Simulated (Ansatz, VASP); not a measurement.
## Co in VASP and in Ansatz

INCAR

```
ALGO = Fast
EDIFF = 1E-6
ENCUT = 520
GGA = PE
ISIF = 2
ISMEAR = 0
ISPIN = 2
LASPH = T
LCHARG = F
LMAXMIX = 4
LORBIT = 11
LREAL = F
LWAVE = F
MAGMOM = 1.84 1.84
NBANDS = 20
NELM = 150
PREC = Accurate
SIGMA = 0.15
```

KPOINTS

```
k-points
0
Gamma
  18 18 8
```

POSCAR

```
Co
1.0
    2.4922475268      0.0000000000      0.0000000000
   -1.2461237634      2.1583496707      0.0000000000
    0.0000000000      0.0000000000      4.0333868621
Co
2
Direct
    0.3333333333      0.6666666667      0.2500000000
    0.6666666667      0.3333333333      0.7500000000
```

Input for Ansatz:

```yaml
crystal:
  lattice:
    - [2.4922475268, 0.0, 0.0]
    - [-1.2461237634, 2.1583496707, 0.0]
    - [0.0, 0.0, 4.0333868621]
  atoms:
    - { symbol: Co, position: [0.3333333333, 0.6666666667, 0.25], spin: 1.84 }
    - { symbol: Co, position: [0.6666666667, 0.3333333333, 0.75], spin: 1.84 }
basis:
  ecutwfc: 420
kpoints:
  mp_grid: { grid: [18, 18, 8] }
hamiltonian:
  xc: pbe
scf:
  occupations: { method: gaussian, width: 0.15 }
output:
  forces: true
  stress: true
  eigenvalues: true
  populations: true
magnetization:
  spin_polarized: true
```

Alike in both runs: task single point; functional PBE; k mesh 18 × 18 × 8; occupations gaussian, width 0.15 eV; collinear spin.

|  | VASP | Ansatz |
| --- | --- | --- |
| version | VASP 6.6.1 | Ansatz 0.2.0 |
| potentials or method | VASP PAW PBE potentials, release 64 (Co), cutoff 520 eV | scalar-relativistic, plane waves, PAW |
| valence electrons in the cell | 18 | 34 |

```csv
,VASP,Ansatz,Ansatz less VASP
gap on the k mesh at the Fermi level (eV),none,none,-
pressure (GPa),-0.6,0.1,+0.68
"traceless stress, the component that is largest in VASP (GPa)",0.02,0.14,+0.119
net moment per atom (μB),1.60,1.60,+0.006
size of the moment on the site where the two differ most (μB),1.62,1.68,+0.062
```

Site moments also hang on the region over which each program counts them. A gap of «none» marks a metal or a gap that the smearing closes. VASP's potentials hold 18 valence electrons a cell and Ansatz's 34, so a difference there can come from the potentials and not from the codes.
